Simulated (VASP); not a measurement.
# Na (Im-3m) in VASP: further runs

The runs below take Na through single point, with LDA.

All numbers are computed with VASP 6.6.1; they aren't measurements. Logs are shortened: lines on timing, memory, paths and dates and some standing lists are left out, and cuts for length are marked.

### Step 1. The cell of the first run

It takes space group Im-3m (No. 229, cubic). The conventional cell has a = 4.282 Å, b = 4.282 Å, c = 4.282 Å, α = 90.00°, β = 90.00°, γ = 90.00°. Within 4.9 Å of Na (site symmetry m-3m) lie 14 Na at 3.71 to 4.28 Å.

### Step 2. Single point, LDA

Input file INCAR:

```
PREC     = Accurate       # precision mode
ENCUT    = 520            # plane-wave cutoff, eV
EDIFF    = 1E-7           # SCF threshold, eV
ISMEAR   = -1             # smearing method
SIGMA    = 0.025          # smearing width, eV
LREAL    = F              # projectors in reciprocal space
LASPH    = T              # aspherical terms in the spheres
NELM     = 80             # most SCF steps
ALGO     = Fast           # electronic algorithm
ISIF     = 2              # what is computed and relaxed
LWAVE    = F              # write WAVECAR
LCHARG   = F              # write CHGCAR
GGA      = CA             # functional
NBANDS   = 10             # bands
```

Input file KPOINTS:

```
Automatic mesh
0
Gamma
  9 9 9
```

Input file POSCAR:

```
Na
1.0
   -2.1410000000      2.1410000000      2.1410000000
    2.1410000000     -2.1410000000      2.1410000000
    2.1410000000      2.1410000000     -2.1410000000
Na
1
Direct
    0.0000000000      0.0000000000      0.0000000000
```

Potentials or basis: VASP PAW LDA potentials, release 64 (Na_pv).

On the command line:

```
$ cat potpaw_LDA.64/Na_pv/POTCAR > POTCAR
$ mpirun -np 1 vasp_std > vasp.out
```

OUTCAR:

```text
PREC = Accurate
   ENCUT = 520
   EDIFF = 1E-7
   ISMEAR = -1
   LREAL = F
   LASPH = T
   NELM = 80
   ISIF = 2
   GGA = CA

 ion  position               nearest neighbor table
   1  0.000  0.000  0.000-

  LATTYP: Found a body centered cubic cell.
 ALAT       =     4.2820000000

  Lattice vectors:

 A1 = (  -2.1410000000,   2.1410000000,   2.1410000000)
 A2 = (   2.1410000000,  -2.1410000000,   2.1410000000)
 A3 = (   2.1410000000,   2.1410000000,  -2.1410000000)

Analysis of symmetry for initial positions (statically):
=====================================================================
 Subroutine PRICEL returns:
 Original cell was already a primitive cell.

 Routine SETGRP: Setting up the symmetry group for a
 body centered cubic supercell.

 Subroutine GETGRP returns: Found 48 space group operations
[... 9 lines left out ...]

 Routine SETGRP: Setting up the symmetry group for a
 body centered cubic supercell.

 Subroutine GETGRP returns: Found 48 space group operations
[... 11 lines left out ...]
                                     Primitive cell

  volume of cell :      39.2564

  direct lattice vectors                    reciprocal lattice vectors
    -2.141000000  2.141000000  2.141000000     0.000000000  0.233535731  0.233535731
     2.141000000 -2.141000000  2.141000000     0.233535731  0.000000000  0.233535731
     2.141000000  2.141000000 -2.141000000     0.233535731  0.233535731  0.000000000

  length of vectors
     3.708320779  3.708320779  3.708320779     0.330269398  0.330269398  0.330269398

  position of ions in fractional coordinates (direct lattice)
     0.000000000  0.000000000  0.000000000

  ion indices of the primitive-cell ions
   primitive index   ion index
                 1           1

----------------------------------------------------------------------------------------

 KPOINTS: Automatic mesh

Automatic generation of k-mesh.
 Grid dimensions read from file:
 generate k-points for:    9    9    9

 Generating k-lattice:

  Cartesian coordinates                     Fractional coordinates (reciprocal lattice)
     0.000000000  0.025948415  0.025948415     0.111111111  0.000000000  0.000000000
     0.025948415  0.000000000  0.025948415     0.000000000  0.111111111  0.000000000
     0.025948415  0.025948415  0.000000000     0.000000000  0.000000000  0.111111111

  Length of vectors
     0.036696600  0.036696600  0.036696600

  Shift w.r.t. Gamma in fractional coordinates (k-lattice)
     0.000000000  0.000000000  0.000000000

 Subroutine IBZKPT returns following result:
 ===========================================

 Found     35 irreducible k-points:

 Following reciprocal coordinates:
            Coordinates               Weight
  0.000000  0.000000  0.000000      1.000000
  0.111111  0.000000  0.000000     12.000000
  0.222222  0.000000  0.000000     12.000000
  0.333333  0.000000  0.000000     12.000000
  0.444444  0.000000  0.000000     12.000000
  0.111111  0.111111  0.000000     24.000000
[... 16 lines left out ...]
 -0.333333  0.444444  0.111111     48.000000
 -0.444444 -0.444444  0.111111     24.000000
 [... further k-points ...]
   k-points           NKPTS =     35   k-points in BZ     NKDIM =     35   number of bands    NBANDS=     10
   number of dos      NEDOS =    301   number of ions     NIONS =      1
   total plane-waves  NPLWV =  21952
   dimension x,y,z NGX =    28 NGY =   28 NGZ =   28
   dimension x,y,z NGXF=    56 NGYF=   56 NGZF=   56
   ions per type =               1
   NGX,Y,Z   is equivalent  to a cutoff of  12.55, 12.55, 12.55 a.u.
   NGXF,Y,Z  is equivalent  to a cutoff of  25.11, 25.11, 25.11 a.u.
 SYSTEM =  unknown system
   PREC   = accura    normal or accurate (medium, high low for compatibility)
   ISTART =      0    job   : 0-new  1-cont  2-samecut
   ICHARG =      2    charge: 1-file 2-atom 10-const
   ISPIN  =      1    spin polarized calculation?
   LNONCOLLINEAR =      F non collinear calculations
   LSORBIT =      F    spin-orbit coupling
   LASPH  =      T    aspherical Exc in radial PAW
   ENCUT  =  520.0 eV  38.22 Ry    6.18 a.u.   6.90  6.90  6.90*2*pi/ulx,y,z
   NELM   =     80;   NELMIN=  2; NELMDL= -5     # of ELM steps
   EDIFF  = 0.1E-06   stopping-criterion for ELM
   LREAL  =      F    real-space projection
   EDIFFG = 0.1E-05   stopping-criterion for IOM
   NSW    =      0    number of steps for IOM
   IBRION =     -1    ionic relax: 0-MD 1-quasi-New 2-CG
   NFREE  =      0    steps in history (QN), initial steepest desc. (CG)
   ISIF   =      2    stress and relaxation
   ISYM   =      2    0-nonsym 1-usesym 2-fastsym
   POTIM  = 0.5000    time-step for ionic-motion
   TEBEG  =    0.0;   TEEND  =   0.0 temperature during run
   PSTRESS=    0.0 pullay stress
   NELECT =       7.0000    total number of electrons
   NUPDOWN=      -1.0000    fix difference up-down
   EMIN   =  10.00;   EMAX   =-10.00  energy-range for DOS
   EFERMI =   0.00;   METHOD = LEGACY
   ISMEAR =    -1;   SIGMA  =   0.03  broadening in eV -4-tet -1-fermi 0-gaus
   EFERMI_NEDOS =   21; number of points for ismear=-14 and -15
   IALGO  =     68    algorithm
   IMIX   =      4    mixing-type and parameters
     AMIX     =   0.40;   BMIX     =  1.00
     AMIX_MAG =   1.60;   BMIX_MAG =  1.00
  volume/ion in A,a.u.               =      39.26       264.91
  Fermi-wavevector in a.u.,A,eV,Ry     =   0.921448  1.741284 11.552251  0.849066
  Thomas-Fermi vector in A             =   2.046866
   LORBIT       =      0    0 simple, 1 ext, 2 COOP (PROOUT), +10 PAW based schemes
   GGA     = CA    functional components
   LHFCALC =     F    Hartree Fock is set to
   AEXX    =    0.0000 exact exchange contribution
   IVDW    =     0    specifies the selected vdW correction
   LEPSILON=     F    determine dielectric tensor
   LRPA    =     F    only Hartree local field effects (RPA)
 non-spin polarized calculation
 RMM-DIIS sequential band-by-band and
  energy-cutoff  :      520.00
  volume of cell :       39.26
 maximum number of plane-waves:      1075
   NGX = 13   NGY = 13   NGZ = 13

 number of electron       7.0000009 magnetization

 Free energy of the ion-electron system (eV)
  ---------------------------------------------------
  ext. energy  EPLUGINS =         0.00000000
  ---------------------------------------------------
  free energy    TOTEN  =        -1.43582011 eV

  energy without entropy =       -1.43476666  energy(sigma->0) =       -1.43529339

 E-fermi :  -0.0480     XC(G=0):  -6.5701

 val. band max:       -0.1043838445   @ k =  -0.3333   0.4444   0.1111
 cond. band min:       0.0898220196   @ k =   0.4444   0.0000   0.0000
 fundamental gap:      0.1942058640
 Fermi energy:        -0.0479618224

 k-point     1 :       0.0000    0.0000    0.0000
  band No.  band energies     occupation
      1     -24.9875      2.00000
      2     -24.9875      2.00000
      3     -24.9875      2.00000
      4      -3.1568      2.00000
      5      11.2903      0.00000
      6      11.2903      0.00000
      7      11.2903      0.00000
      8      12.3529      0.00000
      9      12.3537      0.00000
     10      12.8433      0.00000

 k-point     2 :       0.1111    0.0000    0.0000
  band No.  band energies     occupation
      1     -24.9909      2.00000
      2     -24.9887      2.00000
      3     -24.9875      2.00000
      4      -2.9479      2.00000
      5       9.1699      0.00000
      6      10.3297      0.00000
      7      10.5347      0.00000
      8      11.1454      0.00000
      9      11.6237      0.00000
     10      13.0352      0.00000

 k-point     3 :       0.2222    0.0000    0.0000
  band No.  band energies     occupation
      1     -24.9997      2.00000
      2     -24.9917      2.00000
      3     -24.9874      2.00000
      4      -2.3262      2.00000
      5       6.4429      0.00000
      6       9.2037      0.00000
      7       9.6268      0.00000
      8      10.0631      0.00000
      9      10.9327      0.00000
     10      13.5251      0.00000

 k-point     4 :       0.3333    0.0000    0.0000
  band No.  band energies     occupation
      1     -25.0096      2.00000
      2     -24.9951      2.00000
      3     -24.9874      2.00000
      4      -1.3052      2.00000
      5       4.0005      0.00000
      6       8.4226      0.00000
      7       8.9995      0.00000
      8       9.3415      0.00000
      9      10.2833      0.00000
     10      14.3187      0.00000

 k-point     5 :       0.4444    0.0000    0.0000
  band No.  band energies     occupation
      1     -25.0161      2.00000
      2     -24.9973      2.00000
      3     -24.9874      2.00000
      4       0.0898      0.00805
      5       1.8949      0.00000
      6       8.0280      0.00000
      7       8.6846      0.00000
      8       8.9816      0.00000
      9       9.9165      0.00000
     10      15.2881      0.00000

 k-point     6 :       0.1111    0.1111    0.0000
  band No.  band energies     occupation
      1     -24.9970      2.00000
      2     -24.9899      2.00000
      3     -24.9883      2.00000
      4      -2.5327      2.00000
      5       7.6960      0.00000
      6       8.1493      0.00000
      7       9.7104      0.00000
      8      11.1342      0.00000
      9      11.7472      0.00000
     10      13.2638      0.00000
[... 183 lines left out ...]
 k-point    21 :      -0.2222    0.3333    0.1111
  band No.  band energies     occupation
      1     -25.0058      2.00000
      2     -24.9964      2.00000
      3     -24.9920      2.00000
      4      -1.3051      2.00000
      5       5.4279      0.00000
      6       6.0081      0.00000
      7       8.8665      0.00000
      8       9.7845      0.00000
      9      10.8684      0.00000
     10      14.1865      0.00000

 k-point    22 :      -0.4444    0.4444    0.1111
  band No.  band energies     occupation
      1     -25.0152      2.00000
      2     -24.9986      2.00000
      3     -24.9899      2.00000
      4       0.2862      0.00000
      5       2.0892      0.00000
      6       6.8765      0.00000
      7       7.7947      0.00000
      8      10.2113      0.00000
      9      11.2728      0.00000
     10      12.6029      0.00000

 k-point    23 :      -0.3333    0.4444    0.1111
  band No.  band energies     occupation
      1     -25.0117      2.00000
      2     -25.0003      2.00000
      3     -24.9922      2.00000
      4      -0.1044      1.81048
      5       3.4048      0.00000
      6       5.2229      0.00000
      7       8.6549      0.00000
      8      10.2030      0.00000
      9      10.6365      0.00000
     10      13.3532      0.00000

 k-point    24 :      -0.4444   -0.4444    0.1111
  band No.  band energies     occupation
      1     -25.0141      2.00000
      2     -25.0019      2.00000
      3     -24.9922      2.00000
      4       1.2850      0.00000
      5       1.6782      0.00000
      6       5.0188      0.00000
      7       8.5033      0.00000
      8      10.1198      0.00000
      9      11.5441      0.00000
     10      12.2828      0.00000

 [... further k-points ...]
[... 5 lines left out ...]
  --------------------------------------------------------------------------------------
  -------------------------------------------------------------------------------------
  Total       -0.2792573     -0.2792573     -0.2792573      0.0000000      0.0000000     -0.0000000
  in kB      -11.3973840    -11.3973840    -11.3973840      0.0000000      0.0000000     -0.0000000
  external PRESSURE =     -11.3973840 kB  Pullay stress =       0.0000000 kB

 VOLUME and BASIS-vectors are now :
 -----------------------------------------------------------------------------
  energy-cutoff  :      520.00
  volume of cell :       39.26
      direct lattice vectors                 reciprocal lattice vectors
    -2.141000000  2.141000000  2.141000000     0.000000000  0.233535731  0.233535731
     2.141000000 -2.141000000  2.141000000     0.233535731  0.000000000  0.233535731
     2.141000000  2.141000000 -2.141000000     0.233535731  0.233535731  0.000000000

 POSITION                                       TOTAL-FORCE (eV/Angst)
 -----------------------------------------------------------------------------------
      0.00000      0.00000      0.00000         0.000000     -0.000000     -0.000000
 -----------------------------------------------------------------------------------
    total drift:                               -0.000000     -0.000000     -0.000000

  FREE ENERGIE OF THE ION-ELECTRON SYSTEM (eV)
  ---------------------------------------------------
  free  energy   TOTEN  =        -1.4358201109 eV

  energy  without entropy=       -1.4347666647  energy(sigma->0) =       -1.43529339
```

Wall time 10 s (1 thread of Intel Xeon Platinum 8259CL at 2.50GHz (Skylake/Cascade Lake), shared host); peak memory 0.13 GiB.

What came out:

```
Free energy : -1.4358 eV
Pressure    : -1.1 GPa
```

### Step 3. Single point, LDA

Input file INCAR:

```
SYSTEM = Na
ALGO = Normal
EDIFF = 1E-6
ENCUT = 520
ISIF = 2
ISMEAR = -1
LASPH = .TRUE.
LCHARG = .TRUE.
LELF = .TRUE.
LREAL = .FALSE.
LVHAR = .TRUE.
LWAVE = .FALSE.
NBANDS = 10
NELM = 60
PREC = Accurate
SIGMA = 0.01
```

Input file KPOINTS:

```
k-points
0
G
  9 9 9
  0 0 0
```

POSCAR is that of step 2.

Potentials or basis: VASP PAW LDA potentials, release 64 (Na_pv).

On the command line:

```
$ cat potpaw_LDA.64/Na_pv/POTCAR > POTCAR
$ mpirun -np 1 vasp_std > vasp.out
```

OUTCAR:

```text
SYSTEM = Na
   EDIFF = 1E-6
   ENCUT = 520
   ISIF = 2
   ISMEAR = -1
   LASPH = .TRUE.
   LREAL = .FALSE.
   NELM = 60
   PREC = Accurate

 ion  position               nearest neighbor table
   1  0.000  0.000  0.000-

  LATTYP: Found a body centered cubic cell.
 ALAT       =     4.2820000000

  Lattice vectors:

 A1 = (  -2.1410000000,   2.1410000000,   2.1410000000)
 A2 = (   2.1410000000,  -2.1410000000,   2.1410000000)
 A3 = (   2.1410000000,   2.1410000000,  -2.1410000000)

Analysis of symmetry for initial positions (statically):
=====================================================================
 Subroutine PRICEL returns:
 Original cell was already a primitive cell.

 Routine SETGRP: Setting up the symmetry group for a
 body centered cubic supercell.

 Subroutine GETGRP returns: Found 48 space group operations
[... 9 lines left out ...]

 Routine SETGRP: Setting up the symmetry group for a
 body centered cubic supercell.

 Subroutine GETGRP returns: Found 48 space group operations
[... 11 lines left out ...]
                                     Primitive cell

  volume of cell :      39.2564

  direct lattice vectors                    reciprocal lattice vectors
[... 133 lines left out ...]

 val. band max:       -0.1044160752   @ k =  -0.3333   0.4444   0.1111
 cond. band min:       0.0897918552   @ k =   0.4444   0.0000   0.0000
 fundamental gap:      0.1942079305
 Fermi energy:        -0.0817292409

 k-point     1 :       0.0000    0.0000    0.0000
  band No.  band energies     occupation
      1     -24.9874      2.00000
      2     -24.9874      2.00000
      3     -24.9874      2.00000
      4      -3.1568      2.00000
      5      11.2900      0.00000
      6      11.2900      0.00000
      7      11.2900      0.00000
      8      12.3531      0.00000
      9      12.3531      0.00000
     10      12.8417      0.00000
[... 287 lines left out ...]
 k-point    24 :      -0.4444   -0.4444    0.1111
  band No.  band energies     occupation
      1     -25.0140      2.00000
      2     -25.0018      2.00000
      3     -24.9921      2.00000
      4       1.2850      0.00000
      5       1.6781      0.00000
      6       5.0187      0.00000
      7       8.5033      0.00000
      8      10.1197      0.00000
      9      11.5441      0.00000
     10      12.2827      0.00000

 [... further k-points ...]
[... 5 lines left out ...]
  --------------------------------------------------------------------------------------
  -------------------------------------------------------------------------------------
  Total       -0.2785450     -0.2785450     -0.2785450      0.0000000      0.0000000     -0.0000000
  in kB      -11.3683122    -11.3683122    -11.3683122      0.0000000      0.0000000     -0.0000000
  external PRESSURE =     -11.3683122 kB  Pullay stress =       0.0000000 kB

 VOLUME and BASIS-vectors are now :
 -----------------------------------------------------------------------------
  energy-cutoff  :      520.00
  volume of cell :       39.26
      direct lattice vectors                 reciprocal lattice vectors
    -2.141000000  2.141000000  2.141000000     0.000000000  0.233535731  0.233535731
     2.141000000 -2.141000000  2.141000000     0.233535731  0.000000000  0.233535731
     2.141000000  2.141000000 -2.141000000     0.233535731  0.233535731  0.000000000

 POSITION                                       TOTAL-FORCE (eV/Angst)
 -----------------------------------------------------------------------------------
      0.00000      0.00000      0.00000         0.000000      0.000000      0.000000
 -----------------------------------------------------------------------------------
    total drift:                               -0.000000     -0.000000     -0.000000

  FREE ENERGIE OF THE ION-ELECTRON SYSTEM (eV)
  ---------------------------------------------------
  free  energy   TOTEN  =        -1.4352021290 eV

  energy  without entropy=       -1.4347924113  energy(sigma->0) =       -1.43499727
```

Run time: 7.5 s. Hardware: 1 thread of Intel Xeon Platinum 8259CL at 2.50GHz (Skylake/Cascade Lake), shared host; peak memory 0.13 GiB.

What came out:

```
Free energy : -1.4352 eV
Pressure    : -1.1 GPa
```
